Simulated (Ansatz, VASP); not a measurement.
TiBeH2 in VASP and in Ansatz

The input INCAR:

```
SYSTEM = TiBeH2
PREC = Accurate ; ENCUT = 600
EDIFF = 1E-6 ; ISMEAR = 0
SIGMA = 0.1 ; LREAL = .FALSE.
LASPH = .TRUE. ; NELM = 80
ALGO = Normal ; ISIF = 3
LWAVE = .FALSE. ; LCHARG = .FALSE.
GGA = PE ; IBRION = 2
NSW = 100 ; EDIFFG = -0.01
```

KPOINTS

```
regular mesh
0
G
  16 16 12
  0 0 0
```

Contents of POSCAR:

```
TiBeH2
1.0
    2.7981979369      0.0000000000      0.0000000000
    0.0000000000      2.7981979369      0.0000000000
    0.0000000000      0.0000000000      3.7275863048
Ti Be H
1 1 2
Direct
    0.5000000000      0.5000000000      0.5000000000
    0.0000000000      0.0000000000      0.0000000000
    0.0000000000      0.0000000000      0.5000000000
    0.5000000000      0.5000000000      0.0000000000
```

Input for Ansatz:

```yaml
crystal:
  lattice:
    - [2.7981979369, 0.0, 0.0]
    - [0.0, 2.7981979369, 0.0]
    - [0.0, 0.0, 3.7275863048]
  atoms:
    - { symbol: Ti, position: [0.5, 0.5, 0.5] }
    - { symbol: Be, position: [0.0, 0.0, 0.0] }
    - { symbol: H, position: [0.0, 0.0, 0.5] }
    - { symbol: H, position: [0.5, 0.5, 0.0] }
basis:
  ecutwfc: 420
kpoints:
  mp_grid: { grid: [16, 16, 12] }
hamiltonian:
  xc: pbe
scf:
  occupations: { method: gaussian, width: 0.1 }
output:
  forces: true
  stress: true
  eigenvalues: true
  write_density: true
  write_potential: true
  elf: true
  volumetric_format: npy
relax:
  adjacent_minimum: "off"
  f_tol: 0.01
  max_steps: 80
  cell: { stress_tol: 0.05 }
```

Change from the starting cell: species swapped into the HfZrC2 type (P4/mmm, No. 123).

Alike in both runs: task relaxation of cell and atoms; functional PBE; k mesh 16 × 16 × 12; occupations gaussian, width 0.1 eV; no spin polarisation.

```csv
,VASP,Ansatz
version,VASP 6.6.1,Ansatz 0.2.0
potentials or method,"VASP PAW PBE potentials, release 64 (Ti_sv, Be, H), cutoff 600 eV","scalar-relativistic, plane waves, PAW"
valence electrons in the cell,16,16
```

VASP gave:

- gap on the k mesh at the Fermi level, each at its own relaxed structure (eV): none
- relaxed volume (Å³/atom): 7.28
- relaxed cell length with the largest relative difference (Å): 2.803

Which values does Ansatz return?

gap on the k mesh at the Fermi level, each at its own relaxed structure (eV): none; relaxed volume (Å³/atom): 7.29; relaxed cell length with the largest relative difference (Å): 2.804.

A gap of «none» marks a metal or a gap that the smearing closes.
